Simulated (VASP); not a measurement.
# K3ScSi: single point with PBE

Crystal: K3ScSi.

```
K Sc Si
1.0
     6.85997    0.00000    0.00000
     0.00000    6.85997    0.00000
     0.00000    0.00000    6.85997
K Sc Si
3 1 1
Cartesian
  3.4300 0.0000 0.0000
  0.0000 3.4300 0.0000
  0.0000 0.0000 3.4300
  0.0000 0.0000 0.0000
  3.4300 3.4300 3.4300
```

The cell was built from a structure type or drawn by symmetry, and may not be a known phase.

| Item | Value |
| --- | --- |
| Program | VASP 6.6.1 |
| Task | single point |
| Functional | PBE |
| Potentials or basis | VASP PAW PBE potentials, release 64 (K_sv, Sc_sv, Si) |
| Cutoff | 520 eV |
| k mesh | 6 × 6 × 6 |
| Occupations | gaussian, width 0.1 eV |
| Spin | collinear spin |
| Starting moments | [0.0, 0.0, 0.0, 1.28, -1.8] μB |
| Dipole correction | no |
| Further INCAR settings | ALGO = Normal; EDIFF = 1e-06; NBANDS = 33 |

The pressure is 0.0 GPa, the band gap on the k mesh is zero (filled and empty bands overlap) and the net moment is 0.00 μB per cell. The site moments are K +0.02; Sc +1.07; Si -0.51 μB and the valence electrons inside the program's atomic spheres are K 7.55; Sc 9.40; Si 1.51.

Levels at points of the mesh, in eV from the Fermi level:
Spin up:
```
           k point  band 18  band 19  band 20  band 21  band 22  band 23  band 24  band 25
(0.00, 0.00, 0.00)    -2.44    -0.05    -0.05    -0.05     0.19     0.19     0.62     0.62
(0.50, 0.00, 0.00)    -2.23    -0.12    -0.04    -0.04    -0.03     0.23     0.58     0.72
(0.50, 0.50, 0.00)    -1.81    -0.44    -0.44     0.02     0.02     0.05     0.47     0.72
(0.50, 0.50, 0.50)    -1.36    -0.11    -0.11    -0.11    -0.04    -0.04    -0.04     0.73
```
Spin down:
| k point | band 17 | band 18 | band 19 | band 20 | band 21 | band 22 | band 23 | band 24 | band 25 | band 26 |
| --- | --- | --- | --- | --- | --- | --- | --- | --- | --- | --- |
| (0.00, 0.00, 0.00) | -6.63 | -1.84 | -0.35 | -0.35 | -0.35 | 0.63 | 0.63 | 0.97 | 0.97 | 0.97 |
| (0.50, 0.00, 0.00) | -6.61 | -1.74 | -0.33 | -0.33 | -0.23 | 0.23 | 0.69 | 1.00 | 1.10 | 1.16 |
| (0.50, 0.50, 0.00) | -6.60 | -1.13 | -0.85 | -0.85 | -0.28 | 0.97 | 0.98 | 1.05 | 1.05 | 1.13 |
| (0.50, 0.50, 0.50) | -6.59 | -0.61 | -0.61 | -0.61 | -0.60 | 0.46 | 0.46 | 0.46 | 1.24 | 1.24 |

Wall time 9.1 min on 1 thread of Intel(R) Xeon(R) Platinum 8488C (Sapphire Rapids), with other jobs on the host, peak memory 0.7 GiB.
